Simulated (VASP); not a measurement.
# SiC (R3m) in VASP: notebook

The runs below take SiC through single point, with PBE.

Everything below comes from runs of VASP 6.6.1. Logs are shortened: lines on timing, memory, paths and dates and some standing lists are left out, and cuts for length are marked.

**1. The cell of the first run**

The structure is trigonal, space group R3m (No. 160). The conventional cell has a = 3.194 Å, b = 3.194 Å, c = 7.417 Å, α = 90.00°, β = 90.00°, γ = 120.00°. Si (site symmetry 3m) has 4 C at 1.85 to 1.94 Å within 2.5 Å. Within 2.5 Å of C (site symmetry 3m) lie 4 Si at 1.85 to 1.94 Å.

**2. Single point, PBE**

File INCAR:

```
PREC     = Accurate       # precision mode
ENCUT    = 520            # plane-wave cutoff, eV
EDIFF    = 1E-6           # SCF threshold, eV
ISMEAR   = 0              # smearing method
SIGMA    = 0.05           # smearing width, eV
LREAL    = F              # projectors in reciprocal space
LASPH    = T              # aspherical terms in the spheres
NELM     = 100            # most SCF steps
ALGO     = Normal         # electronic algorithm
ISIF     = 2              # what is computed and relaxed
LWAVE    = F              # write WAVECAR
LCHARG   = F              # write CHGCAR
GGA      = PE             # functional
NBANDS   = 11             # bands
```

File KPOINTS:

```
regular mesh
0
Gamma
  12 12 12
```

File POSCAR:

```
SiC
1.0
    0.0000000000      2.2584892267      2.2584892267
    2.2584892267      0.0000000000      2.2584892267
    2.1801949335      2.1801949335      0.0782942932
Si C
1 1
Direct
    0.0000000000      0.0000000000      0.0000000000
    0.7500000000      0.7500000000      0.7500000000
```

Potentials or basis: VASP PAW PBE potentials, release 64 (Si, C).

Run with:

```console
$ cat potpaw_PBE.64/Si/POTCAR potpaw_PBE.64/C/POTCAR > POTCAR
$ mpirun -np 1 vasp_std > vasp.out
```

OUTCAR:

```text
PREC = Accurate
   ENCUT = 520
   EDIFF = 1E-6
   ISMEAR = 0
   LREAL = F
   LASPH = T
   NELM = 100
   ISIF = 2
   GGA = PE

 ion  position               nearest neighbor table
   1  0.000  0.000  0.000-   2 1.85   2 1.94   2 1.94   2 1.94
   2  0.750  0.750  0.750-   1 1.85   1 1.94   1 1.94   1 1.94

  LATTYP: Found a trigonal (rhomboedric) cell.
 ALAT       =     3.0842551601
 COS(alpha) =     0.4637893364

  Lattice vectors:

 A1 = (   2.1801949335,  -0.0782942932,  -2.1801949335)
 A2 = (  -0.0782942932,   2.1801949335,  -2.1801949335)
 A3 = (   2.1801949335,   2.1801949335,   0.0782942932)

Analysis of symmetry for initial positions (statically):
=====================================================================
 Subroutine PRICEL returns:
 Original cell was already a primitive cell.

 Routine SETGRP: Setting up the symmetry group for a
 trigonal (rhombohedral) supercell.

 Subroutine GETGRP returns: Found  6 space group operations
 (whereof  6 operations were pure point group operations)
 out of a pool of 12 trial point group operations.

The static configuration has the point symmetry C_3v.

Analysis of symmetry for dynamics (positions and initial velocities):
=====================================================================
 Subroutine PRICEL returns:
 Original cell was already a primitive cell.

 Routine SETGRP: Setting up the symmetry group for a
 trigonal (rhombohedral) supercell.

 Subroutine GETGRP returns: Found  6 space group operations
 (whereof  6 operations were pure point group operations)
 out of a pool of 12 trial point group operations.

The dynamic configuration has the point symmetry C_3v.

 Subroutine INISYM returns: Found  6 space group operations
 (whereof  6 operations are pure point group operations),
 and found     1 'primitive' translations

----------------------------------------------------------------------------------------

                                     Primitive cell

  volume of cell :      21.8420

  direct lattice vectors                    reciprocal lattice vectors
     0.000000000  2.258489227  2.258489227    -0.225434794  0.217339069  0.225434794
     2.258489227  0.000000000  2.258489227     0.217339069 -0.225434794  0.225434794
     2.180194934  2.180194934  0.078294293     0.233530519  0.233530519 -0.233530519

  length of vectors
     3.193986095  3.193986095  3.084255160     0.385847073  0.385847073  0.404486723

  position of ions in fractional coordinates (direct lattice)
     0.000000000  0.000000000  0.000000000
     0.750000000  0.750000000  0.750000000

  ion indices of the primitive-cell ions
   primitive index   ion index
                 1           1
                 2           2

----------------------------------------------------------------------------------------

 KPOINTS: regular mesh

Automatic generation of k-mesh.
 Grid dimensions read from file:
 generate k-points for:   12   12   12

 Generating k-lattice:

  Cartesian coordinates                     Fractional coordinates (reciprocal lattice)
    -0.018786233  0.018111589  0.018786233     0.083333333  0.000000000 -0.000000000
     0.018111589 -0.018786233  0.018786233     0.000000000  0.083333333 -0.000000000
     0.019460877  0.019460877 -0.019460877     0.000000000  0.000000000  0.083333333

  Length of vectors
     0.032153923  0.032153923  0.033707227

  Shift w.r.t. Gamma in fractional coordinates (k-lattice)
     0.000000000  0.000000000  0.000000000

 Subroutine IBZKPT returns following result:
 ===========================================

 Found    189 irreducible k-points:

 Following reciprocal coordinates:
            Coordinates               Weight
  0.000000  0.000000  0.000000      1.000000
  0.083333  0.000000 -0.000000      6.000000
  0.166667  0.000000 -0.000000      6.000000
  0.250000  0.000000 -0.000000      6.000000
  0.333333  0.000000 -0.000000      6.000000
  0.416667  0.000000 -0.000000      6.000000
[... 16 lines left out ...]
  0.500000  0.166667  0.000000     12.000000
 -0.416667  0.166667 -0.000000     12.000000
 [... further k-points ...]
   k-points           NKPTS =    189   k-points in BZ     NKDIM =    189   number of bands    NBANDS=     11
   number of dos      NEDOS =    301   number of ions     NIONS =      2
   total plane-waves  NPLWV =  13824
   dimension x,y,z NGX =    24 NGY =   24 NGZ =   24
   dimension x,y,z NGXF=    48 NGYF=   48 NGZF=   48
   ions per type =               1   1
   NGX,Y,Z   is equivalent  to a cutoff of  12.49, 12.49, 12.94 a.u.
   NGXF,Y,Z  is equivalent  to a cutoff of  24.98, 24.98, 25.87 a.u.
 SYSTEM =  unknown system
   PREC   = accura    normal or accurate (medium, high low for compatibility)
   ISTART =      0    job   : 0-new  1-cont  2-samecut
   ICHARG =      2    charge: 1-file 2-atom 10-const
   ISPIN  =      1    spin polarized calculation?
   LNONCOLLINEAR =      F non collinear calculations
   LSORBIT =      F    spin-orbit coupling
   LASPH  =      T    aspherical Exc in radial PAW
   ENCUT  =  520.0 eV  38.22 Ry    6.18 a.u.   5.94  5.94  5.73*2*pi/ulx,y,z
   NELM   =    100;   NELMIN=  2; NELMDL= -5     # of ELM steps
   EDIFF  = 0.1E-05   stopping-criterion for ELM
   LREAL  =      F    real-space projection
   EDIFFG = 0.1E-04   stopping-criterion for IOM
   NSW    =      0    number of steps for IOM
   IBRION =     -1    ionic relax: 0-MD 1-quasi-New 2-CG
   NFREE  =      0    steps in history (QN), initial steepest desc. (CG)
   ISIF   =      2    stress and relaxation
   ISYM   =      2    0-nonsym 1-usesym 2-fastsym
   POTIM  = 0.5000    time-step for ionic-motion
   TEBEG  =    0.0;   TEEND  =   0.0 temperature during run
   PSTRESS=    0.0 pullay stress
   NELECT =       8.0000    total number of electrons
   NUPDOWN=      -1.0000    fix difference up-down
   EMIN   =  10.00;   EMAX   =-10.00  energy-range for DOS
   EFERMI =   0.00;   METHOD = LEGACY
   ISMEAR =     0;   SIGMA  =   0.05  broadening in eV -4-tet -1-fermi 0-gaus
   EFERMI_NEDOS =   21; number of points for ismear=-14 and -15
   IALGO  =     38    algorithm
   IMIX   =      4    mixing-type and parameters
     AMIX     =   0.40;   BMIX     =  1.00
     AMIX_MAG =   1.60;   BMIX_MAG =  1.00
  volume/ion in A,a.u.               =      10.92        73.70
  Fermi-wavevector in a.u.,A,eV,Ry     =   1.171316  2.213466 18.666933  1.371981
  Thomas-Fermi vector in A             =   2.307761
   LORBIT       =      0    0 simple, 1 ext, 2 COOP (PROOUT), +10 PAW based schemes
   GGA     = PE    functional components
   LHFCALC =     F    Hartree Fock is set to
   AEXX    =    0.0000 exact exchange contribution
   IVDW    =     0    specifies the selected vdW correction
   LEPSILON=     F    determine dielectric tensor
   LRPA    =     F    only Hartree local field effects (RPA)
 non-spin polarized calculation
 Gauss-broadening in eV      SIGMA  =   0.05
  energy-cutoff  :      520.00
  volume of cell :       21.84
 maximum number of plane-waves:       598
   NGX = 11   NGY = 11   NGZ = 11

 number of electron       8.0000000 magnetization

 Free energy of the ion-electron system (eV)
  ---------------------------------------------------
  ext. energy  EPLUGINS =         0.00000000
  ---------------------------------------------------
  free energy    TOTEN  =       -14.97698705 eV

  energy without entropy =      -14.97698705  energy(sigma->0) =      -14.97698705

 E-fermi :   7.8622     XC(G=0): -11.1207

 val. band max:        7.6552304885   @ k =   0.0000   0.0000   0.0000
 cond. band min:       8.8672156807   @ k =   0.5000   0.5000   0.0000
 fundamental gap:      1.2119851922
 Fermi energy:         7.8622441559

 k-point     1 :       0.0000    0.0000    0.0000
  band No.  band energies     occupation
      1      -7.4825      2.00000
      2       7.4297      2.00000
      3       7.4297      2.00000
      4       7.6552      2.00000
      5      12.7603      0.00000
      6      14.0778      0.00000
      7      14.0778      0.00000
      8      15.6323      0.00000
      9      21.7357      0.00000
     10      21.7357      0.00000
     11      23.1775      0.00000

 k-point     2 :       0.0833    0.0000   -0.0000
  band No.  band energies     occupation
      1      -7.3560      2.00000
      2       6.6896      2.00000
      3       7.3511      2.00000
      4       7.5459      2.00000
      5      13.1269      0.00000
      6      14.2411      0.00000
      7      14.2554      0.00000
      8      15.7100      0.00000
      9      20.9621      0.00000
     10      21.1849      0.00000
     11      23.4433      0.00000

 k-point     3 :       0.1667    0.0000   -0.0000
  band No.  band energies     occupation
      1      -6.9809      2.00000
      2       5.0513      2.00000
      3       7.1567      2.00000
      4       7.3122      2.00000
      5      13.3161      0.00000
      6      14.5874      0.00000
      7      14.9440      0.00000
      8      16.0013      0.00000
      9      20.1004      0.00000
     10      20.6242      0.00000
     11      22.8598      0.00000

 k-point     4 :       0.2500    0.0000   -0.0000
  band No.  band energies     occupation
      1      -6.3729      2.00000
      2       3.1907      2.00000
      3       6.9294      2.00000
      4       7.0375      2.00000
      5      13.1199      0.00000
      6      14.7671      0.00000
      7      15.4552      0.00000
      8      16.5202      0.00000
      9      20.0385      0.00000
     10      20.8639      0.00000
     11      22.3469      0.00000
[... 239 lines left out ...]
 k-point    22 :       0.4167    0.1667   -0.0000
  band No.  band energies     occupation
      1      -4.8280      2.00000
      2       1.0865      2.00000
      3       5.3040      2.00000
      4       5.9241      2.00000
      5      12.3566      0.00000
      6      14.9129      0.00000
      7      16.1840      0.00000
      8      16.7466      0.00000
      9      20.4912      0.00000
     10      24.2591      0.00000
     11      25.0782      0.00000

 k-point    23 :       0.5000    0.1667    0.0000
  band No.  band energies     occupation
      1      -4.0584      2.00000
      2      -0.1004      2.00000
      3       4.8596      2.00000
      4       5.9851      2.00000
      5      12.4341      0.00000
      6      14.9189      0.00000
      7      16.3610      0.00000
      8      17.2968      0.00000
      9      20.8973      0.00000
     10      24.3506      0.00000
     11      25.2126      0.00000

 k-point    24 :      -0.4167    0.1667   -0.0000
  band No.  band energies     occupation
      1      -3.9432      2.00000
      2      -0.2547      2.00000
      3       4.5346      2.00000
      4       6.1900      2.00000
      5      12.7120      0.00000
      6      14.8514      0.00000
      7      16.1414      0.00000
      8      18.0141      0.00000
      9      21.2953      0.00000
     10      22.8524      0.00000
     11      25.0328      0.00000

 [... further k-points ...]
[... 5 lines left out ...]
  --------------------------------------------------------------------------------------
  -------------------------------------------------------------------------------------
  Total       -0.9440389     -0.9440389     -0.9440389      1.1985135     -1.1985135     -1.1985135
  in kB      -69.2481315    -69.2481315    -69.2481315     87.9146225    -87.9146225    -87.9146225
  external PRESSURE =     -69.2481315 kB  Pullay stress =       0.0000000 kB

 VOLUME and BASIS-vectors are now :
 -----------------------------------------------------------------------------
  energy-cutoff  :      520.00
  volume of cell :       21.84
      direct lattice vectors                 reciprocal lattice vectors
     0.000000000  2.258489227  2.258489227    -0.225434794  0.217339069  0.225434794
     2.258489227  0.000000000  2.258489227     0.217339069 -0.225434794  0.225434794
     2.180194934  2.180194934  0.078294293     0.233530519  0.233530519 -0.233530519

 POSITION                                       TOTAL-FORCE (eV/Angst)
 -----------------------------------------------------------------------------------
      0.00000      0.00000      0.00000        -0.281385     -0.281385      0.281385
      3.32901      3.32901      3.44645         0.281385      0.281385     -0.281385
 -----------------------------------------------------------------------------------
    total drift:                               -0.000017     -0.000017      0.000017

  FREE ENERGIE OF THE ION-ELECTRON SYSTEM (eV)
  ---------------------------------------------------
  free  energy   TOTEN  =       -14.9769870532 eV

  energy  without entropy=      -14.9769870532  energy(sigma->0) =      -14.97698705
```

It took 46 s on 1 thread of Intel Xeon 6975P-C, shared host; peak memory 0.16 GiB.

What came out:

* Free energy: -14.9770 eV
* Pressure: -6.9 GPa
* Largest force: 0.487 eV/Å
* Band gap on the k mesh: 1.21 eV, indirect (least direct gap 4.15 eV)

Forces in eV/Å, atoms in the order of the input:
```
Si  -0.281 -0.281  0.281
C    0.281  0.281 -0.281
```

A k mesh can miss the band edges. A hybrid or GW would open this gap; PBE tends to underestimate it.

**3. Single point, PBE**

This run uses another cell than the first one, of 11.76 Å³/atom, 1.077 times its volume.

File INCAR:

```
SYSTEM = SiC
  ALGO = Normal
  EDIFF = 1E-7
  ENCUT = 520
  GGA = PE
  ISIF = 2
  ISMEAR = 0
  LASPH = .TRUE.
  LCHARG = .FALSE.
  LREAL = .FALSE.
  LWAVE = .FALSE.
  NBANDS = 11
  NELM = 60
  PREC = Accurate
  SIGMA = 0.05
```

File KPOINTS:

```
k-points
0
G
  12 12 12
  0 0 0
```

File POSCAR:

```
SiC
1.0
    0.0000000000      2.2339716248      2.2339716248
    2.2339716248      0.0000000000      2.2339716248
    2.3157349863      2.3157349863     -0.0817633615
Si C
1 1
Direct
    0.0000000000      0.0000000000      0.0000000000
    0.7500000000      0.7500000000      0.7500000000
```

Potentials or basis: VASP PAW PBE potentials, release 64 (Si, C).

Run with:

```console
$ cat potpaw_PBE.64/Si/POTCAR potpaw_PBE.64/C/POTCAR > POTCAR
$ mpirun -np 1 vasp_std > vasp.out
```

Wall time 29 s (1 thread of Intel Xeon 6975P-C, shared host); peak memory 0.17 GiB.

Results (log left out):

- Free energy: -14.8426 eV
- Pressure: -18.6 GPa
- Largest force: 0.039 eV/Å
- Band gap on the k mesh: 1.33 eV, indirect (least direct gap 4.12 eV)

Forces on the atoms (eV/Å):
```
Si   0.022  0.022 -0.022
C   -0.022 -0.022  0.022
```

Stress tensor (GPa, compression positive):
```
-18.56  -6.62   6.62
 -6.62 -18.56   6.62
  6.62   6.62 -18.56
```

Levels at points of the mesh, in eV from the valence-band top:
```csv
k point,band 2,band 3,band 4,band 5,band 6,band 7
"(0.00, 0.00, 0.00)",-0.26,0.00,0.00,4.16,6.23,6.76
"(0.50, 0.00, 0.00)",-7.94,-1.19,-1.17,3.95,6.21,6.87
"(0.50, 0.50, 0.00)",-7.49,-3.23,-2.78,1.33,3.88,12.16
"(0.00, 0.00, 0.50)",-7.98,-0.83,-0.83,4.93,7.01,7.01
```
